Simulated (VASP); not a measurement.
Set up this calculation in VASP 6.6.1, as the native input.

| Quantity | Value |
| --- | --- |
| Task | single point |
| Functional | PBE |
| Potentials or basis | VASP PAW PBE potentials, release 64 (Ta_pv) |
| Cutoff | 520 eV |
| k mesh | 5 × 5 × 1 |
| Occupations | gaussian, width 0.1 eV |
| Spin | no spin polarisation |
| Dipole correction | yes |
| Further INCAR settings | ALGO = Normal; EDIFF = 1e-07; NBANDS = 78 |

The structure of Ta lies in POSCAR:

```
Ta
1.0
    5.7486197044      0.0000000000      0.0000000000
   -1.9162065681      5.4198506339      0.0000000000
    0.0000000000      0.0000000000     22.5266897310
Ta
12
Direct
    0.2500000000      0.2500000000      0.1775671458
    0.2500000000      0.7500000000      0.1775671458
    0.7500000000      0.2500000000      0.1775671458
    0.7500000000      0.7500000000      0.1775671458
    0.0000000000      0.0000000000      0.2780564085
    0.0000000000      0.5000000000      0.2780564085
    0.5000000000      0.0000000000      0.2780564085
    0.5000000000      0.5000000000      0.2780564085
    0.2500000000      0.2500000000      0.3785149897
    0.2500000000      0.7500000000      0.3785149897
    0.7500000000      0.2500000000      0.3785149897
    0.7500000000      0.7500000000      0.3785149897
```

The input as run:

INCAR

```
SYSTEM = Ta
ALGO = Normal
DIPOL = 0.5 0.5 0.278
EDIFF = 1E-7
ENCUT = 520
GGA = PE
IDIPOL = 3
ISIF = 2
ISMEAR = 0
LASPH = .TRUE.
LCHARG = .FALSE.
LDIPOL = .TRUE.
LREAL = .FALSE.
LWAVE = .FALSE.
NBANDS = 78
NELM = 80
PREC = Accurate
SIGMA = 0.1
```

KPOINTS

```
k-points
0
G
  5 5 1
  0 0 0
```

Potentials or basis: VASP PAW PBE potentials, release 64 (Ta_pv).

The run is started by

```sh
$ cat potpaw_PBE.64/Ta_pv/POTCAR > POTCAR
$ mpirun -np 1 vasp_std > vasp.out
```

It gave:

```yaml
Largest_force: 0.059 eV/Å
Band_gap_on_the_k_mesh: zero (band 66 reaches -0.90 eV, above the bottom of band 67 at -1.65 eV)
```

Caveat: spin-orbit coupling is left out, which moves the levels of the heavy elements.

Wall time 25 min on 1 thread of AMD EPYC 7R13 Processor (Zen 3) (shared host), peak memory 0.91 GiB.
